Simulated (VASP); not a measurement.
Mo:

```
Mo
1.0
     2.53507    0.00000    0.00000
     0.00000    2.53507    0.00000
     0.00000    0.00000    2.53507
Mo
1
Direct
  0.00000 0.00000 0.00000
```

* Program: VASP 6.6.1
* Task: relaxation of cell and atoms
* Functional: LDA
* Potentials or basis: VASP PAW LDA potentials, release 64 (Mo_sv)
* Cutoff: 600 eV
* k mesh: 17 × 17 × 17
* Occupations: fermi-dirac, width 0.05 eV
* Spin: no spin polarisation

At the start: pressure 6.5 GPa; volume 16.29 Å³/atom.

Q: Where does the relaxation end?

A: Over 4 steps the energy falls by 9.0 meV/atom and the volume is 16.75 Å³/atom (+2.8 %); space group Pm-3m (No. 221, to 0.05 Å).

The path:
```
step  energy change (eV)  largest force (eV/Å)  pressure (GPa)  volume (Å³)
   1              0.0000                0.0000            6.48        16.29
   2              0.0392                0.0000          -12.72        17.89
   3             -0.0090                0.0000           -0.13        16.76
   4             -0.0090                0.0000           -0.02        16.75
```

Final structure:
```
Mo
1.0
     2.55859    0.00000    0.00000
     0.00000    2.55859    0.00000
     0.00000    0.00000    2.55859
Mo
1
Cartesian
  0.0000 0.0000 0.0000
```
